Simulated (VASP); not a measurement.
ZrC:

```
Zr C
1.0
     3.39148    0.00000    0.00000
    -1.69574    2.93710    0.00000
     0.00000    0.00000    5.29005
Zr C
2 2
Direct
  0.33333 0.66667 0.25000
  0.66667 0.33333 0.75000
  0.00000 0.00000 0.00000
  0.00000 0.00000 0.50000
```

```yaml
Program: VASP 6.6.1
Task: relaxation of cell and atoms
Functional: PBEsol
Potentials_or_basis: VASP PAW PBE potentials, release 64 (Zr_sv, C)
Cutoff: 600 eV
k_mesh: 15 × 15 × 8
Occupations: fermi-dirac, width 0.05 eV
Spin: no spin polarisation
```

At the start: pressure -7.6 GPa; volume 13.17 Å³/atom.

**Question.** Where does the relaxation end?

**Answer.** Over 4 steps the energy falls by 11.2 meV/atom and the volume is 12.72 Å³/atom (-3.5 %); space group P6_3/mmc (No. 194, to 0.05 Å).

Step by step:
| step | energy change (eV) | largest force (eV/Å) | pressure (GPa) | volume (Å³) |
| --- | --- | --- | --- | --- |
| 1 | 0.0000 | 0.0000 | -7.63 | 52.69 |
| 2 | 0.0813 | 0.0000 | 15.00 | 48.05 |
| 3 | -0.0447 | 0.0000 | -0.13 | 50.91 |
| 4 | -0.0447 | 0.0000 | 0.03 | 50.87 |

Final structure:
```
CELL_PARAMETERS angstrom
3.35186 0.00000 0.00000
-1.67593 2.90280 0.00000
0.00000 0.00000 5.22827
ATOMIC_POSITIONS crystal
Zr 0.33333 0.66667 0.25000
Zr 0.66667 0.33333 0.75000
C 0.00000 0.00000 0.00000
C 0.00000 0.00000 0.50000
```

Caveat: the PAW data sets were made with another functional, which shifts forces and pressure a little.
